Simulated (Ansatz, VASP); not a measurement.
**BaTiO3: VASP beside Ansatz**

```
Ba Ti O
1.0
     4.08457    0.00000    0.00000
     0.00000    4.08457    0.00000
     0.00000    0.00000    4.08457
Ba Ti O
1 1 3
Direct
  0.50000 0.50000 0.50000
  0.00000 0.00000 0.00000
  0.00000 0.00000 0.50000
  0.00000 0.50000 0.00000
  0.50000 0.00000 0.00000
```

Alike in both runs: task single point; functional PBE; k mesh 7 × 7 × 7; occupations fermi-dirac, width 0.05 eV; no spin polarisation.

```csv
,VASP,Ansatz
version,VASP 6.6.1,Ansatz 0.2.0
potentials or method,"VASP PAW PBE potentials, release 64 (Ba_sv, Ti_sv, O)",Ansatz PAW soft_1
plane-wave cutoff (eV),520,420
valence electrons in the cell,40,40
```

```csv
,VASP,Ansatz,Ansatz less VASP
gap on the k mesh at the Fermi level (eV),1.68,1.74,+0.061
least direct gap on the mesh (eV),1.82,1.84,+0.022
pressure (GPa),-5.6,-7.0,-1.40
```

Spin-orbit coupling is off throughout. Noted on Ansatz's run: odd divisions of the mesh miss points on the zone boundary, where band edges often lie, so the gap on the mesh can be too wide.
